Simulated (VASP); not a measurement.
# BP4 (P-3m1) in VASP: a series of runs

The runs below take BP4 through relaxation of cell and atoms, single point, with PBE.

Everything below comes from runs of VASP 6.6.1. Logs are shortened: lines on timing, memory, paths and dates and some standing lists are left out, and cuts for length are marked.

## 1. The cell of the first run

The structure is trigonal, space group P-3m1 (No. 164). Conventional cell: a = 3.046 Å, b = 3.046 Å, c = 9.793 Å, α = 90.00°, β = 90.00°, γ = 120.00°. Within 2.9 Å of B (site symmetry -3m) lie 6 P at 2.19 Å. Within 3.2 Å of P (site symmetry 3m) lie 3 B at 2.19 Å and 12 P at 2.96 to 3.16 Å. Within 3.9 Å of P (site symmetry 3m) lie 12 P at 2.96 to 3.05 Å.

The cell was built from a structure type or drawn by symmetry, and may not be a known phase.

## 2. Relaxation of cell and atoms, PBE

File INCAR:

```
SYSTEM = BP4
ALGO = Normal
EDIFF = 1E-6
EDIFFG = -0.04
ENCUT = 600
GGA = PE
IBRION = 2
ISIF = 3
ISMEAR = 0
LASPH = .TRUE.
LCHARG = .FALSE.
LREAL = .FALSE.
LWAVE = .FALSE.
NELM = 60
NSW = 90
PREC = Accurate
SIGMA = 0.1
```

File KPOINTS:

```
k-points
0
G
  6 6 2
  0 0 0
```

File POSCAR:

```
BP4
1.0
    3.0455197900      0.0000000000      0.0000000000
   -1.5227599000      2.6374975100      0.0000000000
    0.0000000000      0.0000000000      9.7928122000
B P
1 4
Direct
    0.0000000000      0.0000000000      0.0000000000
    0.3333333300      0.6666666700      0.8658552800
    0.3333333300      0.6666666700      0.3767953500
    0.6666666700      0.3333333300      0.1341447200
    0.6666666700      0.3333333300      0.6232046500
```

Potentials or basis: VASP PAW PBE potentials, release 64 (B, P).

Command:

```
$ cat potpaw_PBE.64/B/POTCAR potpaw_PBE.64/P/POTCAR > POTCAR
$ mpirun -np 1 vasp_std > vasp.out
```

OUTCAR:

```text
SYSTEM = BP4
   EDIFF = 1E-6
   EDIFFG = -0.04
   ENCUT = 600
   GGA = PE
   IBRION = 2
   ISIF = 3
   ISMEAR = 0
   LASPH = .TRUE.
   LREAL = .FALSE.
   NELM = 60
   NSW = 90
   PREC = Accurate

 ion  position               nearest neighbor table
   1  0.000  0.000  0.000-   2 2.19   4 2.19   4 2.19   2 2.19   4 2.19   2 2.19
   2  0.333  0.667  0.866-   1 2.19   1 2.19   1 2.19   5 2.96   5 2.96   5 2.96
   3  0.333  0.667  0.377-   4 2.96   4 2.96   4 2.96
   4  0.667  0.333  0.134-   1 2.19   1 2.19   1 2.19   3 2.96   3 2.96   3 2.96
   5  0.667  0.333  0.623-   2 2.96   2 2.96   2 2.96

  LATTYP: Found a hexagonal cell.
 ALAT       =     3.0455197900
 C/A-ratio  =     3.2154813875

  Lattice vectors:

 A1 = (   3.0455197900,   0.0000000000,   0.0000000000)
 A2 = (  -1.5227599000,   2.6374975100,   0.0000000000)
 A3 = (   0.0000000000,   0.0000000000,   9.7928122000)

Analysis of symmetry for initial positions (statically):
=====================================================================
 Subroutine PRICEL returns:
 Original cell was already a primitive cell.

 Routine SETGRP: Setting up the symmetry group for a
 hexagonal supercell.

 Subroutine GETGRP returns: Found 12 space group operations
 (whereof 12 operations were pure point group operations)
 out of a pool of 24 trial point group operations.

The static configuration has the point symmetry D_3d.

Analysis of symmetry for dynamics (positions and initial velocities):
=====================================================================
 Subroutine PRICEL returns:
 Original cell was already a primitive cell.

 Routine SETGRP: Setting up the symmetry group for a
 hexagonal supercell.

 Subroutine GETGRP returns: Found 12 space group operations
 (whereof 12 operations were pure point group operations)
 out of a pool of 24 trial point group operations.

The dynamic configuration has the point symmetry D_3d.

 Subroutine INISYM returns: Found 12 space group operations
 (whereof 12 operations are pure point group operations),
 and found     1 'primitive' translations

----------------------------------------------------------------------------------------

                                     Primitive cell

  volume of cell :      78.6613

  direct lattice vectors                    reciprocal lattice vectors
     3.045519790  0.000000000  0.000000000     0.328351174  0.189573639  0.000000000
    -1.522759900  2.637497510  0.000000000     0.000000000  0.379147277  0.000000000
     0.000000000  0.000000000  9.792812200     0.000000000  0.000000000  0.102115713

  length of vectors
     3.045519790  3.045519796  9.792812200     0.379147278  0.379147277  0.102115713

  position of ions in fractional coordinates (direct lattice)
     0.000000000  0.000000000  0.000000000
     0.333333330  0.666666670  0.865855280
     0.333333330  0.666666670  0.376795350
     0.666666670  0.333333330  0.134144720
     0.666666670  0.333333330  0.623204650

  ion indices of the primitive-cell ions
   primitive index   ion index
                 1           1
                 2           2
                 3           3
                 4           4
                 5           5

----------------------------------------------------------------------------------------

 KPOINTS: k-points

Automatic generation of k-mesh.
 Grid dimensions read from file:
 generate k-points for:    6    6    2

 Generating k-lattice:

  Cartesian coordinates                     Fractional coordinates (reciprocal lattice)
     0.054725196  0.031595607  0.000000000     0.166666667  0.000000000  0.000000000
     0.000000000  0.063191213  0.000000000     0.000000000  0.166666667  0.000000000
     0.000000000  0.000000000  0.051057856     0.000000000  0.000000000  0.500000000

  Length of vectors
     0.063191213  0.063191213  0.051057856

  Shift w.r.t. Gamma in fractional coordinates (k-lattice)
     0.000000000  0.000000000  0.000000000

 Subroutine IBZKPT returns following result:
 ===========================================

 Found     14 irreducible k-points:

 Following reciprocal coordinates:
            Coordinates               Weight
  0.000000  0.000000  0.000000      1.000000
  0.166667  0.000000  0.000000      6.000000
  0.333333  0.000000  0.000000      6.000000
  0.500000  0.000000  0.000000      3.000000
  0.166667  0.166667  0.000000      6.000000
  0.333333  0.166667  0.000000     12.000000
  0.333333  0.333333  0.000000      2.000000
  0.000000  0.000000  0.500000      1.000000
  0.166667  0.000000  0.500000      6.000000
  0.333333  0.000000  0.500000      6.000000
  0.500000  0.000000  0.500000      3.000000
  0.166667  0.166667  0.500000      6.000000
  0.333333  0.166667  0.500000     12.000000
  0.333333  0.333333  0.500000      2.000000
   k-points           NKPTS =     14   k-points in BZ     NKDIM =     14   number of bands    NBANDS=     15
   number of dos      NEDOS =    301   number of ions     NIONS =      5
   total plane-waves  NPLWV =  46080
   dimension x,y,z NGX =    24 NGY =   24 NGZ =   80
   dimension x,y,z NGXF=    48 NGYF=   48 NGZF=  160
   ions per type =               1   4
   NGX,Y,Z   is equivalent  to a cutoff of  13.10, 13.10, 13.58 a.u.
   NGXF,Y,Z  is equivalent  to a cutoff of  26.20, 26.20, 27.16 a.u.
 SYSTEM =  BP4
   PREC   = accura    normal or accurate (medium, high low for compatibility)
   ISTART =      0    job   : 0-new  1-cont  2-samecut
   ICHARG =      2    charge: 1-file 2-atom 10-const
   ISPIN  =      1    spin polarized calculation?
   LNONCOLLINEAR =      F non collinear calculations
   LSORBIT =      F    spin-orbit coupling
   LASPH  =      T    aspherical Exc in radial PAW
   ENCUT  =  600.0 eV  44.10 Ry    6.64 a.u.   6.08  6.08 19.56*2*pi/ulx,y,z
   NELM   =     60;   NELMIN=  2; NELMDL= -5     # of ELM steps
   EDIFF  = 0.1E-05   stopping-criterion for ELM
   LREAL  =      F    real-space projection
   EDIFFG = -.4E-01   stopping-criterion for IOM
   NSW    =     90    number of steps for IOM
   IBRION =      2    ionic relax: 0-MD 1-quasi-New 2-CG
   NFREE  =      1    steps in history (QN), initial steepest desc. (CG)
   ISIF   =      3    stress and relaxation
   ISYM   =      2    0-nonsym 1-usesym 2-fastsym
   POTIM  = 0.5000    time-step for ionic-motion
   TEBEG  =    0.0;   TEEND  =   0.0 temperature during run
   PSTRESS=    0.0 pullay stress
   NELECT =      23.0000    total number of electrons
   NUPDOWN=      -1.0000    fix difference up-down
   EMIN   =  10.00;   EMAX   =-10.00  energy-range for DOS
   EFERMI =   0.00;   METHOD = LEGACY
   ISMEAR =     0;   SIGMA  =   0.10  broadening in eV -4-tet -1-fermi 0-gaus
   EFERMI_NEDOS =   21; number of points for ismear=-14 and -15
   IALGO  =     38    algorithm
   IMIX   =      4    mixing-type and parameters
     AMIX     =   0.40;   BMIX     =  1.00
     AMIX_MAG =   1.60;   BMIX_MAG =  1.00
  volume/ion in A,a.u.               =      15.73       106.17
  Fermi-wavevector in a.u.,A,eV,Ry     =   1.086585  2.053348 16.063957  1.180668
  Thomas-Fermi vector in A             =   2.222725
   LORBIT       =      0    0 simple, 1 ext, 2 COOP (PROOUT), +10 PAW based schemes
   GGA     = PE    functional components
   LHFCALC =     F    Hartree Fock is set to
   AEXX    =    0.0000 exact exchange contribution
   IVDW    =     0    specifies the selected vdW correction
   LEPSILON=     F    determine dielectric tensor
   LRPA    =     F    only Hartree local field effects (RPA)
 conjugate gradient relaxation of ions
 non-spin polarized calculation
 Gauss-broadening in eV      SIGMA  =   0.10
  energy-cutoff  :      600.00
  volume of cell :       78.66
 maximum number of plane-waves:      2664
   NGX = 13   NGY = 13   NGZ = 39

--------------------------------------- Ionic step        1  -------------------------------------------

 number of electron      22.9999998 magnetization

 Free energy of the ion-electron system (eV)
  ---------------------------------------------------
  ext. energy  EPLUGINS =         0.00000000
  ---------------------------------------------------
  free energy    TOTEN  =       -24.12648344 eV

  energy without entropy =      -24.11422569  energy(sigma->0) =      -24.12035456

------------------------ aborting loop because EDIFF is reached ----------------------------------------

  FORCE on cell =-STRESS in cart. coord.  units (eV):
  Direction    XX          YY          ZZ          XY          YZ          ZX
  --------------------------------------------------------------------------------------
  -------------------------------------------------------------------------------------
  Total       -4.3478915     -4.3478915    -11.5517718      0.0000000      0.0000000      0.0000000
  in kB      -88.5581168    -88.5581171   -235.2871857      0.0000002      0.0000000      0.0000000
  external PRESSURE =    -137.4678065 kB  Pullay stress =       0.0000000 kB
[... 98 lines left out ...]
  FREE ENERGIE OF THE ION-ELECTRON SYSTEM (eV)
  ---------------------------------------------------
  free  energy   TOTEN  =       -24.8923045445 eV

  energy  without entropy=      -24.8841045461  energy(sigma->0) =      -24.88820455

 E-fermi :  10.0218     XC(G=0): -11.6344

 val. band max:       10.0164673093   @ k =   0.3333   0.0000   0.5000
 cond. band min:      10.0366039151   @ k =   0.0000   0.0000   0.5000
 fundamental gap:      0.0201366058
 Fermi energy:        10.0217837143

 k-point     1 :       0.0000    0.0000    0.0000
  band No.  band energies     occupation
      1      -6.9152      2.00000
      2      -4.3934      2.00000
      3      -3.7682      2.00000
      4       3.7618      2.00000
      5       3.9198      2.00000
      6       8.6333      2.00000
      7       8.6333      2.00000
      8       9.3369      2.00000
      9       9.3369      2.00000
     10      11.1300      0.00000
     11      11.1300      0.00000
     12      11.6458      0.00000
     13      11.7029      0.00000
     14      11.7029      0.00000
[... 221 lines left out ...]
      2      -1.5256      2.00000
      3      -0.8579      2.00000
      4      -0.8579      2.00000
      5       1.1857      2.00000
      6       2.4045      2.00000
      7       4.4730      2.00000
      8       4.4730      2.00000
      9       5.0656      2.00000
     10       5.0656      2.00000
     11       6.5102      2.00000
     12       7.6758      2.00000
     13      13.4314      0.00000
     14      13.4314      0.00000
     15      15.3667      0.00000

[... ionic steps 4 to 28 ...]

--------------------------------------- Ionic step       29  -------------------------------------------

 number of electron      23.0000001 magnetization

------------------------ aborting loop because EDIFF is reached ----------------------------------------
[... 73 lines left out ...]
--------------------------------------- Ionic step       31  -------------------------------------------

 number of electron      23.0000003 magnetization

 Free energy of the ion-electron system (eV)
  ---------------------------------------------------
  ext. energy  EPLUGINS =         0.00000000
  ---------------------------------------------------
  free energy    TOTEN  =       -26.03805577 eV

  energy without entropy =      -26.02976927  energy(sigma->0) =      -26.03391252

 E-fermi :   9.7186     XC(G=0): -11.5297

 val. band max:        9.6648722109   @ k =   0.3333   0.0000   0.5000
 cond. band min:       9.8100344874   @ k =   0.3333   0.1667   0.0000
 fundamental gap:      0.1451622765
 Fermi energy:         9.7185553495

 k-point     1 :       0.0000    0.0000    0.0000
  band No.  band energies     occupation
      1      -6.9686      2.00000
      2      -4.4505      2.00000
      3      -4.1525      2.00000
      4       3.1695      2.00000
      5       3.4794      2.00000
      6       8.5963      2.00000
      7       8.5963      2.00000
      8       8.8743      2.00000
      9       8.8743      2.00000
     10      11.0445      0.00000
     11      11.0445      0.00000
     12      11.3490      0.00000
     13      11.3490      0.00000
     14      11.4349      0.00000
[... 265 lines left out ...]
  FREE ENERGIE OF THE ION-ELECTRON SYSTEM (eV)
  ---------------------------------------------------
  free  energy   TOTEN  =       -26.0380557655 eV

  energy  without entropy=      -26.0297692734  energy(sigma->0) =      -26.03391252

 reached required accuracy - stopping structural energy minimisation
```

It took 5.1 min on 1 thread of Intel Xeon Platinum 8488C (Sapphire Rapids), shared host; peak memory 0.21 GiB.

Results:

```
Free energy                           : -26.0381 eV
Relaxed volume                        : 12.75 Å³/atom
Relaxed cell                          : a = 3.199 Å, b = 3.199 Å, c = 7.191 Å, α = 90.00°, β = 90.00°, γ = 120.00°
Space group after relaxing (to 0.1 Å) : P-3m1 (No. 164)
Energy gained by relaxing             : 382.3 meV/atom
Ionic steps                           : 31
Pressure after relaxing               : 0.2 GPa
Largest force after relaxing          : 0.035 eV/Å
Band gap on the k mesh                : zero (an odd number of electrons rules out a gap without spin polarisation)
```

Forces on the atoms (eV/Å):
```
B    0.000  0.000  0.000
P    0.000  0.000 -0.015
P    0.000  0.000  0.035
P    0.000  0.000  0.015
P    0.000  0.000 -0.035
```

Stress tensor (GPa, compression positive):
```
 0.45  0.00  0.00
 0.00  0.45  0.00
 0.00  0.00 -0.29
```

The path:
| step | energy change (eV) | largest force (eV/Å) | pressure (GPa) | volume (Å³) |
| --- | --- | --- | --- | --- |
| 1 | 0.0000 | 1.2705 | -13.75 | 78.66 |
| 2 | -0.6851 | 1.6599 | 7.59 | 64.15 |
| 3 | -0.7658 | 0.9644 | 0.65 | 67.27 |
| 4 | -0.7658 | 0.9336 | 0.23 | 67.49 |
| 5 | -0.8908 | 0.8316 | 0.27 | 66.69 |
| 6 | -1.3426 | 0.4977 | 0.59 | 64.08 |
| 7 | -1.4851 | 1.6771 | 14.87 | 57.71 |
| 8 | -1.5715 | 0.6314 | 3.39 | 62.11 |
| 9 | -1.7672 | 0.3810 | 8.16 | 60.00 |
| 10 | -1.8472 | 0.4974 | 3.62 | 61.59 |
| 11 | -1.8491 | 0.7860 | 1.10 | 62.67 |
| 12 | -1.8576 | 0.6138 | 2.22 | 62.10 |
| 13 | -1.8578 | 0.6432 | 1.99 | 62.21 |
| 14 | -1.8799 | 0.4175 | 1.20 | 62.70 |
| 15 | -1.8943 | 0.1160 | -0.35 | 63.56 |
| 16 | -1.8944 | 0.1110 | -0.31 | 63.53 |
| 17 | -1.8953 | 0.0942 | -0.08 | 63.42 |
| 18 | -1.8959 | 0.0668 | 0.32 | 63.24 |
| 19 | -1.8968 | 0.0576 | 0.25 | 63.31 |
| 20 | -1.8999 | 0.0630 | 0.09 | 63.53 |
| 21 | -1.9060 | 0.0820 | -0.23 | 63.97 |
| 22 | -1.8768 | 0.6205 | -0.68 | 64.85 |
| 23 | -1.9061 | 0.0898 | -0.26 | 64.03 |
| 24 | -1.9064 | 0.0969 | -0.28 | 64.05 |
| 25 | -1.9072 | 0.1195 | -0.32 | 64.10 |
| 26 | -1.9074 | 0.1743 | -0.39 | 64.21 |
| 27 | -1.9076 | 0.1508 | -0.36 | 64.16 |
| 28 | -1.9081 | 0.1410 | -0.34 | 64.15 |
| 29 | -1.9095 | 0.1122 | -0.26 | 64.09 |
| 30 | -1.9114 | 0.0575 | -0.11 | 63.97 |
| 31 | -1.9116 | 0.0352 | 0.20 | 63.73 |

Final structure:
```yaml
crystal:
  lattice:
    - [3.19911, 0.00000, 0.00000]
    - [-1.59956, 2.77051, 0.00000]
    - [0.00000, 0.00000, 7.19094]
  atoms:
    - { symbol: B, position: [0.00000, 0.00000, 0.00000] }
    - { symbol: P, position: [0.33333, 0.66667, 0.84112] }
    - { symbol: P, position: [0.33333, 0.66667, 0.39417] }
    - { symbol: P, position: [0.66667, 0.33333, 0.15888] }
    - { symbol: P, position: [0.66667, 0.33333, 0.60583] }
```

Levels at points of the mesh, in eV from the Fermi level:
| k point | band 10 | band 11 | band 12 | band 13 | band 14 | band 15 |
| --- | --- | --- | --- | --- | --- | --- |
| (0.00, 0.00, 0.00) | 1.33 | 1.33 | 1.63 | 1.63 | 1.72 | 3.18 |
| (0.50, 0.00, 0.00) | -2.26 | -2.04 | -1.18 | -1.05 | 1.10 | 2.02 |
| (0.00, 0.00, 0.50) | -0.43 | 0.10 | 0.10 | 2.55 | 2.55 | 3.62 |
| (0.50, 0.00, 0.50) | -3.39 | -0.95 | -0.57 | 1.24 | 1.50 | 1.65 |

Caveat: the k points lie up to 0.44 Å⁻¹ apart in the final cell, too coarse for converged energies and pressures of a metal; the volume moved by over 15 % at a fixed basis, so the end points are rough.

## 3. Single point, PBE

This run uses another cell than the first one, of 13.72 Å³/atom.

File INCAR:

```
SYSTEM = BP4
PREC = Accurate ; ENCUT = 520
EDIFF = 1E-6 ; ISMEAR = 0
SIGMA = 0.1 ; LREAL = .False.
LASPH = .True. ; NELM = 60
ALGO = Normal ; ISIF = 2
LWAVE = .False. ; LCHARG = .False.
GGA = PE ; NBANDS = 20
```

File KPOINTS:

```
Automatic mesh
0
Gamma
  12 12 6
  0 0 0
```

File POSCAR:

```
BP4
1.0
    3.1897077136      0.0000000000      0.0000000000
   -1.5948538568      2.7623679106      0.0000000000
    0.0000000000      0.0000000000      7.7828862042
B P
1 4
Direct
    0.0000000000      0.0000000000      0.0000000000
    0.3333333333      0.6666666667      0.8563568377
    0.3333333333      0.6666666667      0.4124192314
    0.6666666667      0.3333333333      0.1436431623
    0.6666666667      0.3333333333      0.5875807686
```

Potentials or basis: VASP PAW PBE potentials, release 64 (B, P).

Command:

```
$ cat potpaw_PBE.64/B/POTCAR potpaw_PBE.64/P/POTCAR > POTCAR
$ mpirun -np 1 vasp_std > vasp.out
```

Run time: 94 s. Hardware: 1 thread of Intel Xeon Platinum 8488C (Sapphire Rapids), shared host; peak memory 0.24 GiB.

Results (log left out):

* Free energy: -26.0452 eV
* Pressure: -0.2 GPa
* Largest force: 0.062 eV/Å
* Band gap on the k mesh: zero (an odd number of electrons rules out a gap without spin polarisation)

Forces in eV/Å, atoms in the order of the input:
```
B    0.000  0.000  0.000
P    0.000  0.000  0.026
P    0.000  0.000  0.062
P    0.000  0.000 -0.026
P    0.000  0.000 -0.062
```

Levels at points of the mesh, in eV from the Fermi level:
```
           k point  band 10  band 11  band 12  band 13  band 14  band 15
(0.00, 0.00, 0.00)     0.91     0.91     1.49     1.91     2.57     2.57
(0.50, 0.00, 0.00)    -2.97    -2.48    -0.91     0.09     0.84     1.39
(0.00, 0.00, 0.50)    -0.72     0.63     0.63     2.77     2.77     3.53
(0.50, 0.00, 0.50)    -3.31    -0.84    -0.80     1.00     1.12     2.53
```

(Part 1 of 2 ends here.)
